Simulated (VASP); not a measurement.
Input of a VASP 6.6.1 run:

POSCAR

```
CdS
1.0
    0.0000000000      2.9548794012      2.9548794012
    2.9548794012      0.0000000000      2.9548794012
    2.9548794012      2.9548794012      0.0000000000
Cd S
1 1
Direct
    0.0000000000      0.0000000000      0.0000000000
    0.7500000000      0.7500000000      0.7500000000
```

INCAR.step1

```
ALGO = Normal
EDIFF = 1E-4
ENCUT = 520
GGA = PE
ISMEAR = -1
LASPH = True
LCHARG = False
LREAL = False
LWAVE = True
NBANDS = 16
NELM = 80
PREC = Accurate
SIGMA = 0.05
```

File INCAR.step2:

```
ALGO = Normal
BPARAM = 11.95
CPARAM = 0.0093
EDIFF = 1E-6
ENCUT = 520
ISIF = 2
ISMEAR = -1
ISTART = 1
IVDW_NL = 2
LASPH = True
LCHARG = True
LELF = True
LMIXTAU = True
LREAL = False
LUSE_VDW = True
LVHAR = True
LWAVE = False
METAGGA = R2SCAN
NBANDS = 16
NELM = 80
PREC = Accurate
SIGMA = 0.05
```

Contents of KPOINTS:

```
k-points
0
Gamma
  8 8 8
```

Potentials or basis: VASP PAW PBE potentials, release 64 (Cd, S).

Command:

```console
$ cat potpaw_PBE.64/Cd/POTCAR potpaw_PBE.64/S/POTCAR > POTCAR
$ cp INCAR.step1 INCAR
$ mpirun -np 1 vasp_std > vasp.out
$ cp INCAR.step2 INCAR
$ mpirun -np 1 vasp_std > vasp.out
```

**Question.** Predict the pressure.

**Answer.** -1.4 GPa.

**Question.** Predict the band gap on the k mesh.

**Answer.** 1.44 eV, direct.

Caveat: the PAW data sets were made with another functional, which shifts forces and pressure a little. r2SCAN opens gaps a little over a GGA but as a rule still falls short of measured ones.
